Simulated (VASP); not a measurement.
Input of a VASP 6.6.1 run:

The input POSCAR:

```
BiTe
1.0
    2.5438431614      1.4686885340      3.3172919545
   -2.5438431614      1.4686885340      3.3172919545
    0.0000000000     -2.9373770681      3.3172919545
Bi Te
1 1
Direct
    0.5000000000      0.5000000000      0.5000000000
    0.0000000000      0.0000000000      0.0000000000
```

Contents of INCAR.step1:

```
SYSTEM = BiTe
PREC = Accurate
ENCUT = 520
ISMEAR = 0
SIGMA = 0.15
LREAL = .FALSE.
LASPH = .TRUE.
NELM = 100
NBANDS = 18
GGA = PE
ALGO = Normal
EDIFF = 1E-4
LWAVE = .TRUE.
LCHARG = .FALSE.
```

Contents of INCAR.step2:

```
SYSTEM = BiTe
PREC = Accurate
ENCUT = 520
EDIFF = 1E-6
ISMEAR = 0
SIGMA = 0.15
LREAL = .FALSE.
LASPH = .TRUE.
NELM = 100
ALGO = Normal
ISIF = 2
LWAVE = .FALSE.
LCHARG = .FALSE.
METAGGA = R2SCAN
LMIXTAU = .TRUE.
NBANDS = 18
ISTART = 1
```

Contents of KPOINTS:

```
regular mesh
0
G
  12 12 12
  0 0 0
```

Potentials or basis: VASP PAW PBE potentials, release 64 (Bi_d, Te).

The run is started by

```sh
$ cat potpaw_PBE.64/Bi_d/POTCAR potpaw_PBE.64/Te/POTCAR > POTCAR
$ cp INCAR.step1 INCAR
$ mpirun -np 1 vasp_std > vasp.out
$ cp INCAR.step2 INCAR
$ mpirun -np 1 vasp_std > vasp.out
```

(1) What does it give for the band gap on the k mesh?

(2) What does it give for the pressure?

Answers

(1) zero (an odd number of electrons rules out a gap without spin polarisation).

(2) -4.9 GPa.

Caveat: the cell differs from its parent crystal (strain +0.050 along x and y, +0.000 along z); the cell stands under tension; the PAW data sets were made with another functional, which shifts forces and pressure a little; spin-orbit coupling is left out, which moves the levels of the heavy elements.
